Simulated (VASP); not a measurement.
TeW: single point with PBE

TeW:

```
CELL_PARAMETERS angstrom
0.00000 2.83202 2.83202
5.66403 2.83202 2.83202
5.66403 5.66403 0.00000
ATOMIC_POSITIONS crystal
W 0.00000 0.00000 0.00000
W 0.00000 0.00000 0.50000
Te 0.50000 0.50000 0.00000
Te 0.50000 0.50000 0.50000
```

- Program: VASP 6.6.1
- Task: single point
- Functional: PBE
- Potentials or basis: VASP PAW PBE potentials, release 64 (W_sv, Te)
- Cutoff: 520 eV
- k mesh: 14 × 14 × 7
- Occupations: gaussian, width 0.1 eV
- Spin: collinear spin
- Starting moments: [1.0, -1.0, 0.0, 0.0] μB

```yaml
Pressure: 1.4 GPa
Band_gap_on_the_k_mesh: zero (filled and empty bands overlap)
Net_moment: 0.00 μB per cell
Site_moments: W +1.86, -1.86; Te -0.01, +0.01 μB
Valence_electrons_inside_the_program's_atomic_spheres: W 11.89; Te 3.45
```

Stress tensor (GPa, compression positive):
```
1.24 0.00 0.00
0.00 1.40 0.00
0.00 0.00 1.40
```

Levels at points of the mesh, in eV from the Fermi level:
Spin up:
```
           k point  band 17  band 18  band 19  band 20  band 21  band 22  band 23  band 24
(0.00, 0.00, 0.00)    -1.45    -1.40    -1.39    -1.39    -1.32    -1.28    -0.52    -0.18
(0.50, 0.00, 0.00)    -0.65    -0.63    -0.48     0.74     0.80     0.93     2.27     2.35
(0.50, 0.50, 0.00)    -3.05    -3.05    -1.01    -0.74    -0.37    -0.16     0.08     0.79
```
Spin down:
```
           k point  band 17  band 18  band 19  band 20  band 21  band 22  band 23  band 24
(0.00, 0.00, 0.00)    -1.45    -1.40    -1.39    -1.39    -1.32    -1.28    -0.52    -0.18
(0.50, 0.00, 0.00)    -0.65    -0.63    -0.48     0.74     0.80     0.93     2.27     2.35
(0.50, 0.50, 0.00)    -3.05    -3.05    -1.01    -0.74    -0.37    -0.16     0.08     0.79
```

Run time: 46 min on 1 thread of Oxide Virtual Turin-like Processor, with other jobs on the host, peak memory 0.75 GiB.

Caveat: spin-orbit coupling is left out, which moves the levels of the heavy elements.
